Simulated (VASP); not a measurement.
Here is a VASP 6.6.1 calculation.

File INCAR:

```
ALGO = Normal ; EDIFF = 1E-6
ENCUT = 520 ; GGA = PE
ISIF = 2 ; ISMEAR = 0
LASPH = True ; LCHARG = False
LREAL = Auto ; LWAVE = False
NBANDS = 80 ; NELECT = 128.0
NELM = 80 ; PREC = Accurate
SIGMA = 0.05
```

File KPOINTS:

```
k-points
0
Gamma
  4 4 4
```

The input POSCAR:

```
Li4Nb4O11
1.0
    5.2231019317      0.0000000000      0.0000000000
    0.0000000000      3.0155593063     -4.5984613597
    0.0000000000      6.0311186126      4.5984613597
Li Nb O
4 4 11
Direct
    0.0000000000      0.5000000000      0.2500000000
    0.5000000000      0.0000000000      0.7500000000
    0.0000000000      0.5000000000      0.7500000000
    0.5000000000      0.0000000000      0.2500000000
    0.5000000000      0.5000000000      0.5000000000
    0.0000000000      0.0000000000      0.0000000000
    0.0000000000      0.0000000000      0.5000000000
    0.5000000000      0.5000000000      0.0000000000
    0.8803293659      0.0000000000      0.2500000000
    0.3803293659      0.5000000000      0.7500000000
    0.8098353170      0.6901646830      0.9401646830
    0.8098353170      0.3098353170      0.5598353170
    0.3098353170      0.8098353170      0.0598353170
    0.1196706341      0.0000000000      0.7500000000
    0.6196706341      0.5000000000      0.2500000000
    0.6901646830      0.8098353170      0.5598353170
    0.1901646830      0.3098353170      0.0598353170
    0.4078495389      1.1690010669      0.4401646830
    0.6901646830      0.1901646830      0.9401646830
```

Potentials or basis: VASP PAW PBE potentials, release 64 (Li_sv, Nb_sv, O).

Command:

```console
$ cat potpaw_PBE.64/Li_sv/POTCAR potpaw_PBE.64/Nb_sv/POTCAR potpaw_PBE.64/O/POTCAR > POTCAR
$ mpirun -np 1 vasp_std > vasp.out
```

Q: What does it give for the largest force?

A: 5.045 eV/Å.

Forces in eV/Å, atoms in the order of the input:
```
Li  -0.593 -1.272 -0.399
Li   0.095  0.435  0.136
Li  -0.166  0.627  0.576
Li   0.607 -1.397 -0.610
Nb   2.688 -1.295  3.072
Nb  -0.202 -0.217 -0.160
Nb  -3.033  3.252 -2.383
Nb   0.236 -0.028  0.112
O    1.250  1.735  1.959
O   -0.342 -1.626 -1.706
O    0.017  0.167 -0.135
O    2.262 -0.458  0.359
O   -0.215  0.178  0.231
O    0.012 -2.454 -1.271
O   -0.632  1.664  0.197
O    1.884 -0.460 -0.557
O   -0.074  0.130  0.147
O   -3.999  0.950  0.463
O    0.206  0.070 -0.033
```

Caveat: the cell carries a net charge on a neutralising background, which shifts energy and pressure; the cell differs from its parent crystal (atoms taken out, atom 18 moved 1.000 of the way to it and +0.525 Å across, host rigid).
